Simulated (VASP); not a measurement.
Set up this calculation in VASP 6.6.1, as the native input.

```
Task                   : single point
Functional             : PBE
Potentials or basis    : VASP PAW PBE potentials, release 64 (Ga_d, C)
Cutoff                 : 520 eV
k mesh                 : 6 × 6 × 6
Occupations            : gaussian, width 0.1 eV
Spin                   : collinear spin, ferromagnetic start
Starting moments       : [0.0, 1.0, 1.0, 1.0, 1.0] μB
Dipole correction      : no
Further INCAR settings : ALGO = Normal; EDIFF = 1e-07; NBANDS = 26
```

The structure of GaC4 lies in POSCAR:

```
GaC4
1.0
    3.6978024400      0.0000000000      0.0000000000
    0.0000000000      3.6978024400      0.0000000000
    0.0000000000      0.0000000000      3.6978024400
Ga C
1 4
Direct
    0.0000000000      0.0000000000      0.0000000000
    0.0000000000      0.5000000000      0.5000000000
    0.5000000000      0.0000000000      0.5000000000
    0.5000000000      0.5000000000      0.0000000000
    0.5000000000      0.5000000000      0.5000000000
```

These files were run (other wordings do the same):

INCAR

```
PREC = Accurate
ENCUT = 520
EDIFF = 1E-7
ISMEAR = 0
SIGMA = 0.1
LREAL = False
LASPH = True
NELM = 150
ALGO = Normal
ISIF = 2
LWAVE = False
LCHARG = False
ISPIN = 2
MAGMOM = 0 1 1 1 1
LORBIT = 11
GGA = PE
NBANDS = 26
```

KPOINTS

```
regular mesh
0
Gamma
  6 6 6
```

Potentials or basis: VASP PAW PBE potentials, release 64 (Ga_d, C).

The run is started by

```console
$ cat potpaw_PBE.64/Ga_d/POTCAR potpaw_PBE.64/C/POTCAR > POTCAR
$ mpirun -np 1 vasp_std > vasp.out
```

It gave:

```
Pressure                                              : -21.5 GPa
Net moment                                            : 0.00 μB per cell
Valence electrons inside the program's atomic spheres : Ga 11.38; C 2.11
```

It took 43 s on 1 thread of Intel(R) Xeon(R) Platinum 8488C (Sapphire Rapids), on a shared host, peak memory 0.19 GiB.
